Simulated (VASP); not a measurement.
# SnTe (I4/mmm) in VASP: single point with PBEsol

Aim: the single point of SnTe with PBEsol.

Everything below comes from runs of VASP 6.6.1. Logs are shortened: lines on timing, memory, paths and dates and some standing lists are left out, and cuts for length are marked.

## (1) The cell of the first run

Symmetry: I4/mmm, No. 139, tetragonal system. The conventional cell has a = 4.464 Å, b = 4.464 Å, c = 6.439 Å, α = 90.00°, β = 90.00°, γ = 90.00°. Sn (site symmetry 4/mmm) has 6 Te at 3.16 to 3.22 Å within 4.2 Å. Te (site symmetry 4/mmm) has 6 Sn at 3.16 to 3.22 Å within 4.2 Å.

## (2) Single point, PBEsol (zz strain of +2 %)

File INCAR:

```
SYSTEM = SnTe
PREC = Accurate
ENCUT = 520
EDIFF = 1E-7
ISMEAR = -1
SIGMA = 0.08
LREAL = .False.
LASPH = .True.
NELM = 80
ALGO = Normal
ISIF = 2
LWAVE = .False.
LCHARG = .False.
GGA = PS
NBANDS = 17
```

File KPOINTS:

```
regular mesh
0
Gamma
  11 11 11
  0 0 0
```

File POSCAR:

```
SnTe
1.0
    0.0000000000      3.1565000000      3.2196300000
    3.1565000000      0.0000000000      3.2196300000
    3.1565000000      3.1565000000      0.0000000000
Sn Te
1 1
Direct
    0.0000000000      0.0000000000      0.0000000000
    0.5000000000      0.5000000000      0.5000000000
```

Potentials or basis: VASP PAW PBE potentials, release 64 (Sn_d, Te).

Started as:

```sh
cat potpaw_PBE.64/Sn_d/POTCAR potpaw_PBE.64/Te/POTCAR > POTCAR
mpirun -np 1 vasp_std > vasp.out
```

OUTCAR:

```text
SYSTEM = SnTe
   PREC = Accurate
   ENCUT = 520
   EDIFF = 1E-7
   ISMEAR = -1
   LREAL = .False.
   LASPH = .True.
   NELM = 80
   ISIF = 2
   GGA = PS

 ion  position               nearest neighbor table
   1  0.000  0.000  0.000-   2 3.16   2 3.16   2 3.16   2 3.16   2 3.22   2 3.22
   2  0.500  0.500  0.500-   1 3.16   1 3.16   1 3.16   1 3.16   1 3.22   1 3.22

  LATTYP: Found a body centered tetragonal cell.
 ALAT       =     4.4639651096
 C/A-ratio  =     1.4424978336

  Lattice vectors:

 A1 = (  -3.1565000000,   0.0000000000,   3.2196300000)
 A2 = (   3.1565000000,   0.0000000000,   3.2196300000)
 A3 = (   0.0000000000,   3.1565000000,  -3.2196300000)

Analysis of symmetry for initial positions (statically):
=====================================================================
 Subroutine PRICEL returns:
 Original cell was already a primitive cell.

 Routine SETGRP: Setting up the symmetry group for a
 body centered tetragonal supercell.

 Subroutine GETGRP returns: Found 16 space group operations
 (whereof 16 operations were pure point group operations)
 out of a pool of 16 trial point group operations.

The static configuration has the point symmetry D_4h.

Analysis of symmetry for dynamics (positions and initial velocities):
=====================================================================
 Subroutine PRICEL returns:
 Original cell was already a primitive cell.

 Routine SETGRP: Setting up the symmetry group for a
 body centered tetragonal supercell.

 Subroutine GETGRP returns: Found 16 space group operations
 (whereof 16 operations were pure point group operations)
 out of a pool of 16 trial point group operations.

The dynamic configuration has the point symmetry D_4h.

 Subroutine INISYM returns: Found 16 space group operations
 (whereof 16 operations are pure point group operations),
 and found     1 'primitive' translations

----------------------------------------------------------------------------------------

                                     Primitive cell

  volume of cell :      64.1575

  direct lattice vectors                    reciprocal lattice vectors
     0.000000000  3.156500000  3.219630000    -0.158403295  0.158403295  0.155297348
     3.156500000  0.000000000  3.219630000     0.158403295 -0.158403295  0.155297348
     3.156500000  3.156500000  0.000000000     0.158403295  0.158403295 -0.155297348

  length of vectors
     4.508825744  4.508825744  4.463965110     0.272581133  0.272581133  0.272581133

  position of ions in fractional coordinates (direct lattice)
     0.000000000  0.000000000  0.000000000
     0.500000000  0.500000000  0.500000000

  ion indices of the primitive-cell ions
   primitive index   ion index
                 1           1
                 2           2

----------------------------------------------------------------------------------------

 KPOINTS: regular mesh

Automatic generation of k-mesh.
 Grid dimensions read from file:
 generate k-points for:   11   11   11

 Generating k-lattice:

  Cartesian coordinates                     Fractional coordinates (reciprocal lattice)
    -0.014400300  0.014400300  0.014117941     0.090909091  0.000000000  0.000000000
     0.014400300 -0.014400300  0.014117941     0.000000000  0.090909091  0.000000000
     0.014400300  0.014400300 -0.014117941     0.000000000  0.000000000  0.090909091

  Length of vectors
     0.024780103  0.024780103  0.024780103

  Shift w.r.t. Gamma in fractional coordinates (k-lattice)
     0.000000000  0.000000000  0.000000000

 Subroutine IBZKPT returns following result:
 ===========================================

 Found    126 irreducible k-points:

 Following reciprocal coordinates:
            Coordinates               Weight
  0.000000  0.000000  0.000000      1.000000
  0.090909  0.000000  0.000000      8.000000
  0.181818  0.000000  0.000000      8.000000
  0.272727  0.000000  0.000000      8.000000
  0.363636  0.000000  0.000000      8.000000
  0.454545  0.000000  0.000000      8.000000
[... 16 lines left out ...]
 -0.272727  0.181818  0.000000      8.000000
 -0.181818  0.181818  0.000000      4.000000
 [... further k-points ...]
   k-points           NKPTS =    126   k-points in BZ     NKDIM =    126   number of bands    NBANDS=     17
   number of dos      NEDOS =    301   number of ions     NIONS =      2
   total plane-waves  NPLWV =  46656
   dimension x,y,z NGX =    36 NGY =   36 NGZ =   36
   dimension x,y,z NGXF=    72 NGYF=   72 NGZF=   72
   ions per type =               1   1
   NGX,Y,Z   is equivalent  to a cutoff of  13.27, 13.27, 13.41 a.u.
   NGXF,Y,Z  is equivalent  to a cutoff of  26.55, 26.55, 26.81 a.u.
 SYSTEM =  SnTe
   PREC   = accura    normal or accurate (medium, high low for compatibility)
   ISTART =      0    job   : 0-new  1-cont  2-samecut
   ICHARG =      2    charge: 1-file 2-atom 10-const
   ISPIN  =      1    spin polarized calculation?
   LNONCOLLINEAR =      F non collinear calculations
   LSORBIT =      F    spin-orbit coupling
   LASPH  =      T    aspherical Exc in radial PAW
   ENCUT  =  520.0 eV  38.22 Ry    6.18 a.u.   8.38  8.38  8.30*2*pi/ulx,y,z
   NELM   =     80;   NELMIN=  2; NELMDL= -5     # of ELM steps
   EDIFF  = 0.1E-06   stopping-criterion for ELM
   LREAL  =      F    real-space projection
   EDIFFG = 0.1E-05   stopping-criterion for IOM
   NSW    =      0    number of steps for IOM
   IBRION =     -1    ionic relax: 0-MD 1-quasi-New 2-CG
   NFREE  =      0    steps in history (QN), initial steepest desc. (CG)
   ISIF   =      2    stress and relaxation
   ISYM   =      2    0-nonsym 1-usesym 2-fastsym
   POTIM  = 0.5000    time-step for ionic-motion
   TEBEG  =    0.0;   TEEND  =   0.0 temperature during run
   PSTRESS=    0.0 pullay stress
   NELECT =      20.0000    total number of electrons
   NUPDOWN=      -1.0000    fix difference up-down
   EMIN   =  10.00;   EMAX   =-10.00  energy-range for DOS
   EFERMI =   0.00;   METHOD = LEGACY
   ISMEAR =    -1;   SIGMA  =   0.08  broadening in eV -4-tet -1-fermi 0-gaus
   EFERMI_NEDOS =   21; number of points for ismear=-14 and -15
   IALGO  =     38    algorithm
   IMIX   =      4    mixing-type and parameters
     AMIX     =   0.40;   BMIX     =  1.00
     AMIX_MAG =   1.60;   BMIX_MAG =  1.00
  volume/ion in A,a.u.               =      32.08       216.48
  Fermi-wavevector in a.u.,A,eV,Ry     =   1.110032  2.097657 16.764716  1.232172
  Thomas-Fermi vector in A             =   2.246579
   LORBIT       =      0    0 simple, 1 ext, 2 COOP (PROOUT), +10 PAW based schemes
   GGA     = PS    functional components
   LHFCALC =     F    Hartree Fock is set to
   AEXX    =    0.0000 exact exchange contribution
   IVDW    =     0    specifies the selected vdW correction
   LEPSILON=     F    determine dielectric tensor
   LRPA    =     F    only Hartree local field effects (RPA)
 non-spin polarized calculation
  energy-cutoff  :      520.00
  volume of cell :       64.16
 maximum number of plane-waves:      1749
 NGX is ok and might be reduce to    36
   NGX = 17   NGY = 17   NGZ = 17

 number of electron      20.0000003 magnetization

 Free energy of the ion-electron system (eV)
  ---------------------------------------------------
  ext. energy  EPLUGINS =         0.00000000
  ---------------------------------------------------
  free energy    TOTEN  =        -8.32559022 eV

  energy without entropy =       -8.32385283  energy(sigma->0) =       -8.32472152

 E-fermi :   6.4684     XC(G=0):  -9.5409

 val. band max:        6.2977011353   @ k =   0.4545   0.0000   0.0000
 cond. band min:       6.6919140339   @ k =   0.4545   0.0000   0.0000
 fundamental gap:      0.3942128986
 Fermi energy:         6.4684377277

 k-point     1 :       0.0000    0.0000    0.0000
  band No.  band energies     occupation
      1     -15.2828      2.00000
      2     -15.2754      2.00000
      3     -15.2754      2.00000
      4     -15.2749      2.00000
      5     -15.2692      2.00000
      6      -6.1443      2.00000
[... 9 lines left out ...]
     16      11.3010      0.00000
     17      13.1386      0.00000

 k-point     2 :       0.0909    0.0000    0.0000
  band No.  band energies     occupation
      1     -15.2830      2.00000
      2     -15.2755      2.00000
      3     -15.2752      2.00000
      4     -15.2748      2.00000
      5     -15.2689      2.00000
      6      -6.0767      2.00000
[... 9 lines left out ...]
     16      11.4662      0.00000
     17      13.6431      0.00000

 k-point     3 :       0.1818    0.0000    0.0000
  band No.  band energies     occupation
      1     -15.2837      2.00000
      2     -15.2767      2.00000
      3     -15.2747      2.00000
      4     -15.2734      2.00000
      5     -15.2678      2.00000
      6      -5.8803      2.00000
[... 9 lines left out ...]
     16      11.9295      0.00000
     17      14.8185      0.00000

 k-point     4 :       0.2727    0.0000    0.0000
  band No.  band energies     occupation
      1     -15.2847      2.00000
      2     -15.2783      2.00000
      3     -15.2740      2.00000
      4     -15.2715      2.00000
      5     -15.2662      2.00000
      6      -5.5782      2.00000
[... 9 lines left out ...]
     16      12.6657      0.00000
     17      16.2707      0.00000

 k-point     5 :       0.3636    0.0000    0.0000
  band No.  band energies     occupation
      1     -15.2858      2.00000
      2     -15.2798      2.00000
      3     -15.2735      2.00000
      4     -15.2698      2.00000
      5     -15.2647      2.00000
      6      -5.2285      2.00000
[... 9 lines left out ...]
     16      13.6827      0.00000
     17      16.6783      0.00000

 k-point     6 :       0.4545    0.0000    0.0000
  band No.  band energies     occupation
      1     -15.2864      2.00000
      2     -15.2806      2.00000
      3     -15.2732      2.00000
      4     -15.2688      2.00000
      5     -15.2637      2.00000
      6      -4.9620      2.00000
[... 9 lines left out ...]
     16      14.9041      0.00000
     17      15.4944      0.00000

 k-point     7 :       0.0909    0.0909    0.0000
  band No.  band energies     occupation
      1     -15.2838      2.00000
      2     -15.2747      2.00000
      3     -15.2747      2.00000
      4     -15.2746      2.00000
      5     -15.2695      2.00000
      6      -6.0582      2.00000
[... 9 lines left out ...]
     16      11.7442      0.00000
     17      13.5600      0.00000

 k-point     8 :       0.1818    0.0909    0.0000
  band No.  band energies     occupation
      1     -15.2849      2.00000
      2     -15.2752      2.00000
      3     -15.2739      2.00000
      4     -15.2731      2.00000
      5     -15.2693      2.00000
      6      -5.9088      2.00000
[... 9 lines left out ...]
     16      12.2637      0.00000
     17      14.1957      0.00000
[... 203 lines left out ...]
      1     -15.2894      2.00000
      2     -15.2755      2.00000
      3     -15.2712      2.00000
      4     -15.2691      2.00000
      5     -15.2688      2.00000
      6      -5.2993      2.00000
[... 9 lines left out ...]
     16      14.5103      0.00000
     17      15.9295      0.00000

 k-point    20 :       0.4545    0.1818    0.0000
  band No.  band energies     occupation
      1     -15.2896      2.00000
      2     -15.2770      2.00000
      3     -15.2711      2.00000
      4     -15.2681      2.00000
      5     -15.2671      2.00000
      6      -4.9926      2.00000
[... 9 lines left out ...]
     16      15.5685      0.00000
     17      15.5923      0.00000

 k-point    21 :      -0.4545    0.1818    0.0000
  band No.  band energies     occupation
      1     -15.2889      2.00000
      2     -15.2784      2.00000
      3     -15.2715      2.00000
      4     -15.2683      2.00000
      5     -15.2655      2.00000
      6      -4.8112      2.00000
[... 9 lines left out ...]
     16      14.8118      0.00000
     17      16.3044      0.00000

 k-point    22 :      -0.3636    0.1818    0.0000
  band No.  band energies     occupation
      1     -15.2875      2.00000
      2     -15.2792      2.00000
      3     -15.2724      2.00000
      4     -15.2694      2.00000
      5     -15.2643      2.00000
      6      -4.8823      2.00000
[... 9 lines left out ...]
     16      13.8897      0.00000
     17      16.3059      0.00000

 k-point    23 :      -0.2727    0.1818    0.0000
  band No.  band energies     occupation
      1     -15.2857      2.00000
      2     -15.2792      2.00000
      3     -15.2736      2.00000
      4     -15.2710      2.00000
      5     -15.2639      2.00000
      6      -5.1530      2.00000
[... 9 lines left out ...]
     16      14.7758      0.00000
     17      15.7243      0.00000

 k-point    24 :      -0.1818    0.1818    0.0000
  band No.  band energies     occupation
      1     -15.2841      2.00000
      2     -15.2787      2.00000
      3     -15.2745      2.00000
      4     -15.2725      2.00000
      5     -15.2646      2.00000
      6      -5.4689      2.00000
[... 9 lines left out ...]
     16      14.0288      0.00000
     17      14.3541      0.00000

 [... further k-points ...]

------------------------ aborting loop because EDIFF is reached ----------------------------------------

  FORCE on cell =-STRESS in cart. coord.  units (eV):
  Direction    XX          YY          ZZ          XY          YZ          ZX
  --------------------------------------------------------------------------------------
  -------------------------------------------------------------------------------------
  Total       -0.2323171     -0.2323171     -1.1313318      0.0000000      0.0000000     -0.0000000
  in kB       -5.8015521     -5.8015521    -28.2522504      0.0000000      0.0000000     -0.0000000
  external PRESSURE =     -13.2851182 kB  Pullay stress =       0.0000000 kB

 VOLUME and BASIS-vectors are now :
 -----------------------------------------------------------------------------
  energy-cutoff  :      520.00
  volume of cell :       64.16
      direct lattice vectors                 reciprocal lattice vectors
     0.000000000  3.156500000  3.219630000    -0.158403295  0.158403295  0.155297348
     3.156500000  0.000000000  3.219630000     0.158403295 -0.158403295  0.155297348
     3.156500000  3.156500000  0.000000000     0.158403295  0.158403295 -0.155297348

 POSITION                                       TOTAL-FORCE (eV/Angst)
 -----------------------------------------------------------------------------------
      0.00000      0.00000      0.00000         0.000000      0.000000      0.000000
      3.15650      3.15650      3.21963        -0.000000     -0.000000      0.000000
 -----------------------------------------------------------------------------------
    total drift:                               -0.000000      0.000000      0.000000

  FREE ENERGIE OF THE ION-ELECTRON SYSTEM (eV)
  ---------------------------------------------------
  free  energy   TOTEN  =        -8.3255902169 eV

  energy  without entropy=       -8.3238528305  energy(sigma->0) =       -8.32472152
```

It took 2.5 min on 1 thread of Intel Xeon 8259CL, shared host; peak memory 0.3 GiB.

What came out:

| Item | Value |
| --- | --- |
| Free energy | -8.3256 eV |
| Pressure | -1.3 GPa |
| Band gap on the k mesh | 0.39 eV |

Stress tensor (GPa, compression positive):
```
-0.58  0.00  0.00
 0.00 -0.58  0.00
 0.00  0.00 -2.83
```

Levels at points of the mesh, in eV from the valence-band top:
```csv
k point,band 6,band 7,band 8,band 9,band 10,band 11,band 12,band 13,band 14,band 15
"(0.00, 0.00, 0.00)",-12.44,-4.61,-1.94,-1.94,-1.73,3.17,3.63,3.63,4.86,5.00
```

Caveat: the cell differs from its parent crystal (zz strain of +2 %); semilocal functionals underestimate gaps, and a narrow one can read as zero; the PAW data sets were made with another functional, which shifts forces and pressure a little; spin-orbit coupling is left out, which moves the levels of the heavy elements.
